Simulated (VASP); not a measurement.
# Zn2Cd3O5 (C2) in VASP: single point with PBE

Aim: the single point of Zn2Cd3O5 with PBE.

Everything below comes from runs of VASP 6.6.1. Logs are shortened: lines on timing, memory, paths and dates and some standing lists are left out, and cuts for length are marked.

**1. The cell of the first run**

It takes space group C2 (No. 5, monoclinic). Conventional cell: a = 4.815 Å, b = 5.378 Å, c = 10.614 Å, α = 90.00°, β = 103.07°, γ = 90.00°. Zn (site symmetry 1) has 4 O at 1.99 to 2.08 Å within 2.6 Å. Within 3.7 Å of Cd (site symmetry 2) lie 8 O at 2.20 to 3.51 Å and 8 Zn at 3.01 to 3.38 Å and 4 Cd at 3.61 Å. Cd (site symmetry 1) has 5 O at 2.20 to 2.55 Å within 2.9 Å. O (site symmetry 1) has 2 Zn at 1.99 to 2.08 Å and 2 Cd at 2.20 Å within 2.6 Å. Within 2.7 Å of O (site symmetry 1) lie 1 Zn at 2.05 Å and 4 Cd at 2.27 to 2.55 Å. O (site symmetry 2) has 2 Zn at 2.07 Å and 3 Cd at 2.25 to 2.45 Å within 2.7 Å.

**2. Single point, PBE**

INCAR

```
SYSTEM = Zn2Cd3O5
  PREC = Accurate
  ENCUT = 520
  EDIFF = 1E-7
  ISMEAR = 0
  SIGMA = 0.1
  LREAL = .False.
  LASPH = .True.
  NELM = 60
  ALGO = Normal
  ISIF = 2
  LWAVE = .False.
  LCHARG = .False.
  GGA = PE
  NBANDS = 56
```

KPOINTS

```
regular mesh
0
Gamma
  10 10 4
  0 0 0
```

POSCAR

```
Zn2Cd3O5
1.0
    2.4075504912     -2.6889231037     -0.0001267619
    2.4075504912      2.6889231037     -0.0001267619
   -2.3988433727      0.0000000000     10.3391759711
Zn Cd O
2 3 5
Direct
    0.5067098989      0.6134171882      0.6951881168
    0.3865828118      0.4932901011      0.3048118832
    0.9431862015      0.0568137985      0.5000000000
    0.1433399781      0.2395950818      0.8957551792
    0.7604049182      0.8566600219      0.1042448208
    0.2467271189      0.0721136892      0.6972552133
    0.7382923523      0.6771635161      0.8866086180
    0.3228364839      0.2617076477      0.1133913820
    0.9278863108      0.7532728811      0.3027447867
    0.5241095486      0.4758904514      0.5000000000
```

Potentials or basis: VASP PAW PBE potentials, release 64 (Zn, Cd, O).

Started as:

```bash
$ cat potpaw_PBE.64/Zn/POTCAR potpaw_PBE.64/Cd/POTCAR potpaw_PBE.64/O/POTCAR > POTCAR
$ mpirun -np 1 vasp_std > vasp.out
```

OUTCAR:

```text
SYSTEM = Zn2Cd3O5
   PREC = Accurate
   ENCUT = 520
   EDIFF = 1E-7
   ISMEAR = 0
   LREAL = .False.
   LASPH = .True.
   NELM = 60
   ISIF = 2
   GGA = PE

 ion  position               nearest neighbor table
   1  0.507  0.613  0.695-   6 1.99   7 2.05  10 2.07   6 2.08   3 3.01   4 3.06   3 3.28   4 3.29
                             3 3.35   4 3.38   3 3.38
   2  0.387  0.493  0.305-   9 1.99   8 2.05  10 2.07   9 2.08   3 3.01   5 3.06   3 3.28   5 3.29
                             3 3.35   5 3.38   3 3.38
   3  0.943  0.057  0.500-   6 2.20   9 2.20  10 2.25  10 2.45  10 2.45   1 3.01   2 3.01   2 3.28
                             1 3.28   2 3.35   1 3.35   2 3.38   1 3.38
   4  0.143  0.240  0.896-   6 2.20   7 2.27   8 2.29   7 2.35   7 2.55   1 3.06   5 3.18   5 3.28
                             1 3.29   1 3.38   5 3.45   5 3.45
   5  0.760  0.857  0.104-   9 2.20   8 2.27   7 2.29   8 2.35   8 2.55   2 3.06   4 3.18   4 3.28
                             2 3.29   2 3.38   4 3.45   4 3.45
   6  0.247  0.072  0.697-   1 1.99   1 2.08   4 2.20   3 2.20
   7  0.738  0.677  0.887-   1 2.05   4 2.27   5 2.29   4 2.35   4 2.55
   8  0.323  0.262  0.113-   2 2.05   5 2.27   4 2.29   5 2.35   5 2.55
   9  0.928  0.753  0.303-   2 1.99   2 2.08   5 2.20   3 2.20
  10  0.524  0.476  0.500-   1 2.07   2 2.07   3 2.25   3 2.45   3 2.45

  LATTYP: Found a base centered monoclinic cell.
 ALAT       =     4.8151009891
 B/A-ratio  =     1.1168709067
 C/A-ratio  =     2.2042761342
 COS(beta)  =    -0.2260627663

  Lattice vectors:

 A1 = (   2.4075504912,  -2.6889231037,  -0.0001267619)
 A2 = (   2.4075504912,   2.6889231037,  -0.0001267619)
 A3 = (  -2.3988433727,   0.0000000000,  10.3391759711)

Analysis of symmetry for initial positions (statically):
=====================================================================
 Subroutine PRICEL returns:
 Original cell was already a primitive cell.

 Routine SETGRP: Setting up the symmetry group for a
 base centered monoclinic supercell.

 Subroutine GETGRP returns: Found  2 space group operations
 (whereof  2 operations were pure point group operations)
 out of a pool of  4 trial point group operations.

The static configuration has the point symmetry C_2 .

Analysis of symmetry for dynamics (positions and initial velocities):
=====================================================================
 Subroutine PRICEL returns:
 Original cell was already a primitive cell.

 Routine SETGRP: Setting up the symmetry group for a
 base centered monoclinic supercell.

 Subroutine GETGRP returns: Found  2 space group operations
 (whereof  2 operations were pure point group operations)
 out of a pool of  4 trial point group operations.

The dynamic configuration has the point symmetry C_2 .

 Subroutine INISYM returns: Found  2 space group operations
 (whereof  2 operations are pure point group operations),
 and found     1 'primitive' translations

----------------------------------------------------------------------------------------

                                     Primitive cell

  volume of cell :     133.8642

  direct lattice vectors                    reciprocal lattice vectors
     2.407550491 -2.688923104 -0.000126762     0.207682501 -0.185948047  0.048185445
     2.407550491  2.688923104 -0.000126762     0.207682501  0.185948047  0.048185445
    -2.398843373  0.000000000 10.339175971     0.000005093  0.000000000  0.096720688

  length of vectors
     3.609239095  3.609239095 10.613812194     0.282896685  0.282896685  0.096720688

  position of ions in fractional coordinates (direct lattice)
     0.506709899  0.613417188  0.695188117
     0.386582812  0.493290101  0.304811883
     0.943186201  0.056813799  0.500000000
     0.143339978  0.239595082  0.895755179
     0.760404918  0.856660022  0.104244821
     0.246727119  0.072113689  0.697255213
     0.738292352  0.677163516  0.886608618
     0.322836484  0.261707648  0.113391382
     0.927886311  0.753272881  0.302744787
     0.524109549  0.475890451  0.500000000

  ion indices of the primitive-cell ions
   primitive index   ion index
                 1           1
                 2           2
                 3           3
                 4           4
                 5           5
                 6           6
                 7           7
                 8           8
                 9           9
                10          10

----------------------------------------------------------------------------------------

 KPOINTS: regular mesh

Automatic generation of k-mesh.
 Grid dimensions read from file:
 generate k-points for:   10   10    4

 Generating k-lattice:

  Cartesian coordinates                     Fractional coordinates (reciprocal lattice)
     0.020768250 -0.018594805  0.004818544     0.100000000  0.000000000 -0.000000000
     0.020768250  0.018594805  0.004818544     0.000000000  0.100000000 -0.000000000
     0.000001273  0.000000000  0.024180172    -0.000000000 -0.000000000  0.250000000

  Length of vectors
     0.028289669  0.028289669  0.024180172

  Shift w.r.t. Gamma in fractional coordinates (k-lattice)
     0.000000000  0.000000000  0.000000000

 Subroutine IBZKPT returns following result:
 ===========================================

 Found    117 irreducible k-points:

 Following reciprocal coordinates:
            Coordinates               Weight
  0.000000  0.000000  0.000000      1.000000
  0.100000  0.000000  0.000000      4.000000
  0.200000  0.000000  0.000000      4.000000
  0.300000 -0.000000  0.000000      4.000000
  0.400000  0.000000 -0.000000      4.000000
  0.500000  0.000000  0.000000      2.000000
[... 16 lines left out ...]
  0.300000  0.300000  0.000000      2.000000
  0.400000  0.300000  0.000000      4.000000
 [... further k-points ...]
   k-points           NKPTS =    117   k-points in BZ     NKDIM =    117   number of bands    NBANDS=     56
   number of dos      NEDOS =    301   number of ions     NIONS =     10
   total plane-waves  NPLWV =  62720
   dimension x,y,z NGX =    28 NGY =   28 NGZ =   80
   dimension x,y,z NGXF=    56 NGYF=   56 NGZF=  160
   ions per type =               2   3   5
   NGX,Y,Z   is equivalent  to a cutoff of  12.90, 12.90, 12.53 a.u.
   NGXF,Y,Z  is equivalent  to a cutoff of  25.79, 25.79, 25.06 a.u.
 SYSTEM =  Zn2Cd3O5
   PREC   = accura    normal or accurate (medium, high low for compatibility)
   ISTART =      0    job   : 0-new  1-cont  2-samecut
   ICHARG =      2    charge: 1-file 2-atom 10-const
   ISPIN  =      1    spin polarized calculation?
   LNONCOLLINEAR =      F non collinear calculations
   LSORBIT =      F    spin-orbit coupling
   LASPH  =      T    aspherical Exc in radial PAW
   ENCUT  =  520.0 eV  38.22 Ry    6.18 a.u.   6.71  6.71 19.73*2*pi/ulx,y,z
   NELM   =     60;   NELMIN=  2; NELMDL= -5     # of ELM steps
   EDIFF  = 0.1E-06   stopping-criterion for ELM
   LREAL  =      F    real-space projection
   EDIFFG = 0.1E-05   stopping-criterion for IOM
   NSW    =      0    number of steps for IOM
   IBRION =     -1    ionic relax: 0-MD 1-quasi-New 2-CG
   NFREE  =      0    steps in history (QN), initial steepest desc. (CG)
   ISIF   =      2    stress and relaxation
   ISYM   =      2    0-nonsym 1-usesym 2-fastsym
   POTIM  = 0.5000    time-step for ionic-motion
   TEBEG  =    0.0;   TEEND  =   0.0 temperature during run
   PSTRESS=    0.0 pullay stress
   NELECT =      90.0000    total number of electrons
   NUPDOWN=      -1.0000    fix difference up-down
   EMIN   =  10.00;   EMAX   =-10.00  energy-range for DOS
   EFERMI =   0.00;   METHOD = LEGACY
   ISMEAR =     0;   SIGMA  =   0.10  broadening in eV -4-tet -1-fermi 0-gaus
   EFERMI_NEDOS =   21; number of points for ismear=-14 and -15
   IALGO  =     38    algorithm
   IMIX   =      4    mixing-type and parameters
     AMIX     =   0.40;   BMIX     =  1.00
     AMIX_MAG =   1.60;   BMIX_MAG =  1.00
  volume/ion in A,a.u.               =      13.39        90.34
  Fermi-wavevector in a.u.,A,eV,Ry     =   1.434171  2.710190 27.985086  2.056846
  Thomas-Fermi vector in A             =   2.553609
   LORBIT       =      0    0 simple, 1 ext, 2 COOP (PROOUT), +10 PAW based schemes
   GGA     = PE    functional components
   LHFCALC =     F    Hartree Fock is set to
   AEXX    =    0.0000 exact exchange contribution
   IVDW    =     0    specifies the selected vdW correction
   LEPSILON=     F    determine dielectric tensor
   LRPA    =     F    only Hartree local field effects (RPA)
 non-spin polarized calculation
 Gauss-broadening in eV      SIGMA  =   0.10
  energy-cutoff  :      520.00
  volume of cell :      133.86
 maximum number of plane-waves:      3623
   NGX = 13   NGY = 13   NGZ = 39

 number of electron      89.9999991 magnetization

 Free energy of the ion-electron system (eV)
  ---------------------------------------------------
  ext. energy  EPLUGINS =         0.00000000
  ---------------------------------------------------
  free energy    TOTEN  =       -39.92977973 eV

  energy without entropy =      -39.92888537  energy(sigma->0) =      -39.92933255

 E-fermi :   1.2914     XC(G=0): -11.0448

 val. band max:        1.1647701009   @ k =  -0.2000  -0.2000   0.2500
 cond. band min:       1.6438015404   @ k =  -0.0000  -0.0000   0.2500
 fundamental gap:      0.4790314395
 Fermi energy:         1.2913506184

 k-point     1 :       0.0000    0.0000    0.0000
  band No.  band energies     occupation
      1     -16.1279      2.00000
      2     -15.8218      2.00000
      3     -15.5858      2.00000
      4     -15.3025      2.00000
      5     -15.2488      2.00000
      6      -5.8547      2.00000
[... 48 lines left out ...]
     55      11.5261      0.00000
     56      12.3586      0.00000

 k-point     2 :       0.1000    0.0000    0.0000
  band No.  band energies     occupation
      1     -16.0969      2.00000
      2     -15.8051      2.00000
      3     -15.5634      2.00000
      4     -15.3036      2.00000
      5     -15.2498      2.00000
      6      -5.8511      2.00000
[... 48 lines left out ...]
     55      11.4892      0.00000
     56      11.9533      0.00000
[... 1237 lines left out ...]
     55       9.5800      0.00000
     56      10.0926      0.00000

 k-point    24 :       0.4000    0.3000    0.0000
  band No.  band energies     occupation
      1     -15.6057      2.00000
      2     -15.5573      2.00000
      3     -15.3960      2.00000
      4     -15.3333      2.00000
      5     -15.3212      2.00000
      6      -5.9094      2.00000
[... 48 lines left out ...]
     55       9.4919      0.00000
     56       9.8967      0.00000

 [... further k-points ...]
[... 5 lines left out ...]
  --------------------------------------------------------------------------------------
  -------------------------------------------------------------------------------------
  Total        0.6951160      0.8952042      1.2573634      0.0000000      0.0000000      0.0029703
  in kB        8.3196196     10.7144103     15.0489777      0.0000000      0.0000000      0.0355511
  external PRESSURE =      11.3610025 kB  Pullay stress =       0.0000000 kB

 VOLUME and BASIS-vectors are now :
 -----------------------------------------------------------------------------
  energy-cutoff  :      520.00
  volume of cell :      133.86
      direct lattice vectors                 reciprocal lattice vectors
     2.407550491 -2.688923104 -0.000126762     0.207682501 -0.185948047  0.048185445
     2.407550491  2.688923104 -0.000126762     0.207682501  0.185948047  0.048185445
    -2.398843373  0.000000000 10.339175971     0.000005093  0.000000000  0.096720688

 POSITION                                       TOTAL-FORCE (eV/Angst)
 -----------------------------------------------------------------------------------
      1.02912      0.28693      7.18753         0.010067     -0.020618     -0.006002
      1.38714      0.28693      3.15139        -0.010067     -0.020618      0.006002
      1.20813     -2.38339      5.16946         0.000000      0.009079     -0.000000
     -1.22684      0.25882      9.26132         0.011315     -0.007518      0.026793
      3.64310      0.25882      1.07760        -0.011315     -0.007518     -0.026793
     -0.90498     -0.46952      7.20900         0.006977     -0.021527     -0.002857
      1.28095     -0.16437      9.16662        -0.016988      0.027572     -0.011932
      1.13531     -0.16437      1.17230         0.016988      0.027572      0.011932
      3.32124     -0.46952      3.12992        -0.006977     -0.021527      0.002857
      1.20813     -0.12966      5.16946         0.000000      0.035102     -0.000000
 -----------------------------------------------------------------------------------
    total drift:                                0.000000     -0.000166      0.000000

  FREE ENERGIE OF THE ION-ELECTRON SYSTEM (eV)
  ---------------------------------------------------
  free  energy   TOTEN  =       -39.9297797275 eV

  energy  without entropy=      -39.9288853650  energy(sigma->0) =      -39.92933255
```

It took 8.3 min on 1 thread of AMD EPYC 9R45 (Zen 5), shared host; peak memory 0.69 GiB.

What came out:

```yaml
Free_energy: -39.9298 eV
Pressure: 1.1 GPa
Largest_force: 0.035 eV/Å
Band_gap_on_the_k_mesh: zero (bands 45 and 46 overlap by 0.14 eV)
```

Forces in eV/Å, atoms in the order of the input:
```
Zn   0.010 -0.021 -0.006
Zn  -0.010 -0.021  0.006
Cd   0.000  0.009  0.000
Cd   0.011 -0.008  0.027
Cd  -0.011 -0.008 -0.027
O    0.007 -0.022 -0.003
O   -0.017  0.028 -0.012
O    0.017  0.028  0.012
O   -0.007 -0.022  0.003
O    0.000  0.035  0.000
```

Stress tensor (GPa, compression positive):
```
0.83 0.00 0.00
0.00 1.07 0.00
0.00 0.00 1.50
```

Levels at points of the mesh, in eV from the Fermi level:
```csv
k point,band 41,band 42,band 43,band 44,band 45,band 46,band 47,band 48,band 49,band 50
"(0.00, 0.00, 0.00)",-1.00,-0.96,-0.94,-0.61,-0.42,-0.26,3.09,3.32,4.87,5.25
"(0.50, 0.00, 0.00)",-1.00,-0.73,-0.56,-0.41,-0.13,4.22,4.34,4.53,4.67,5.11
"(0.50, 0.50, 0.00)",-1.79,-1.78,-1.19,-0.88,-0.87,3.71,4.46,4.69,5.83,6.16
"(0.00, 0.00, 0.50)",-1.37,-0.87,-0.80,-0.55,-0.49,1.20,1.36,4.38,4.88,4.95
"(0.50, 0.00, 0.50)",-0.99,-0.85,-0.54,-0.38,-0.15,4.26,4.30,4.50,4.66,5.19
"(0.50, 0.50, 0.50)",-1.76,-1.61,-1.35,-0.95,-0.93,3.81,4.42,4.82,5.81,5.92
```

Caveat: semilocal functionals underestimate gaps, and a narrow one can read as zero.

The gap in the log of VASP goes by the Fermi energy; the results here count the filled bands.